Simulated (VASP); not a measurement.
Runs of VASP 6.6.1 on SnCl. The structure is that of space group P6/mmm (No. 191), or close to it. The cells are those of the table. 

| task | cell | k mesh | cutoff (eV) | gap on the mesh (eV) | pressure (GPa) |
| --- | --- | --- | --- | --- | --- |
| single point | a = 3.490, b = 3.490, c = 5.312 Å, angles 90.0, 90.0, 120.0°, 2 atoms | 18 × 18 × 10 | 520 | none | -0.1 |
| single point | a = 3.483, b = 3.483, c = 5.312 Å, angles 90.0, 90.0, 120.0°, 2 atoms | 6 × 6 × 4 | 520 | none | -0.2 |
| relaxation of cell and atoms | relaxed from a = 3.656, b = 3.656, c = 5.783 Å, angles 90.0, 90.0, 120.0°, 2 atoms | 6 × 6 × 4 | 600 | none | 0.1 |
| single point | a = 3.656, b = 3.656, c = 5.783 Å, angles 90.0, 90.0, 120.0°, 2 atoms | 6 × 6 × 4 | 520 | none | (a) |

Alike in all rows: level PBE; potentials or basis VASP PAW PBE potentials, release 64 (Sn_d, Cl); no spin polarisation; smearing gaussian 0.1 eV.

Estimate the missing entries.

(a) -5.2.

Caveats: spin-orbit coupling is left out, which moves the levels of the heavy elements; an odd number of electrons without spin polarisation forces a metal; a magnetic or distorted state may lie lower.

A k mesh can miss the band edges, and the runs leave out spin-orbit coupling on Sn.

A gap of «none» marks levels without a gap at the run's occupations.
